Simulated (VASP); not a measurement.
Here is a VASP 6.6.1 calculation.

Contents of INCAR:

```
  ALGO = Fast
  EDIFF = 1E-6
  ENCUT = 520
  GGA = PS
  ISIF = 2
  ISMEAR = 0
  LASPH = True
  LCHARG = True
  LELF = True
  LREAL = False
  LVHAR = True
  LWAVE = False
  NBANDS = 45
  NELM = 80
  PREC = Accurate
  SIGMA = 0.15
```

The input KPOINTS:

```
k-points
0
Gamma
  17 17 4
```

The input POSCAR:

```
Ti
1.0
   -1.4500939102     -2.5116363282      0.0000000000
    1.4500939102     -2.5116363282      0.0000000000
    0.0000000000      0.0000000000     13.7724327553
Ti
6
Direct
    0.6666666667      0.6666666667      0.0833333333
    0.6666666667      0.6666666667      0.4166666667
    0.6666666667      0.6666666667      0.7500000000
    0.3333333333      0.3333333333      0.2500000000
    0.3333333333      0.3333333333      0.5833333333
    0.3333333333      0.3333333333      0.9166666667
```

Potentials or basis: VASP PAW PBE potentials, release 64 (Ti_sv).

The run is started by

```console
$ cat potpaw_PBE.64/Ti_sv/POTCAR > POTCAR
$ mpirun -np 1 vasp_std > vasp.out
```

(1) Predict the pressure.

(2) Estimate the band gap on the k mesh.

Answers

(1) -0.3 GPa.

(2) zero (bands 36 and 37 overlap by 1.01 eV).

Caveat: the PAW data sets were made with another functional, which shifts forces and pressure a little.
